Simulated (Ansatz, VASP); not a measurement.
**Bi: VASP beside Ansatz**

INCAR

```
SYSTEM = Bi
PREC = Accurate
ENCUT = 520
EDIFF = 1E-6
ISMEAR = 0
SIGMA = 0.02
LREAL = .FALSE.
LASPH = .TRUE.
NELM = 60
ALGO = Normal
ISIF = 2
LWAVE = .FALSE.
LCHARG = .TRUE.
LDIPOL = .TRUE.
IDIPOL = 3
DIPOL = 0.5 0.5 0.500
GGA = PE
LELF = .TRUE.
LVHAR = .TRUE.
LVACPOTAV = .TRUE.
NBANDS = 22
```

KPOINTS

```
regular mesh
0
G
  9 9 1
  0 0 0
```

POSCAR

```
Bi
1.0
    4.4190000000      0.0000000000      0.0000000000
   -2.2095000000      3.8269662593      0.0000000000
    0.0000000000      0.0000000000     28.0000000000
Bi
2
Direct
    0.3333333333      0.6666666667      0.5396071429
    0.6666666667      0.3333333333      0.4603928571
```

Input for Ansatz:

```yaml
crystal:
  lattice:
    - [4.419, 0.0, 0.0]
    - [-2.2095, 3.8269662593, 0.0]
    - [0.0, 0.0, 28.0]
  atoms:
    - { symbol: Bi, position: [0.3333333333, 0.6666666667, 0.5396071429] }
    - { symbol: Bi, position: [0.6666666667, 0.3333333333, 0.4603928571] }
  periodic: [true, true, false]
basis:
  ecutwfc: 420
kpoints:
  mp_grid: { grid: [9, 9, 1] }
hamiltonian:
  xc: pbe
scf:
  occupations: { method: gaussian, width: 0.02 }
output:
  forces: true
  stress: true
  eigenvalues: true
```

Alike in both runs: task single point; functional PBE; k mesh 9 × 9 × 1; occupations gaussian, width 0.02 eV; no spin polarisation.

|  | VASP | Ansatz |
| --- | --- | --- |
| version | VASP 6.6.1 | Ansatz 0.2.0 |
| potentials or method | VASP PAW PBE potentials, release 64 (Bi_d), cutoff 520 eV | scalar-relativistic, plane waves, PAW |
| valence electrons in the cell | 30 | 30 |

```tsv
	VASP	Ansatz	Ansatz less VASP
gap on the k mesh at the Fermi level (eV)	none	none	-
rms of the force components (eV/Å)	1.414	1.416	+0.0024
work function, face that differs most (eV)	3.42	3.42	0.000
```

Atom by atom the forces differ by 0.002 eV/Å (rms over components). A gap of «none» marks a metal or a gap that the smearing closes. With one functional, cell and mesh, what is left measures potentials, basis and numerics.

Spin-orbit coupling is off throughout.
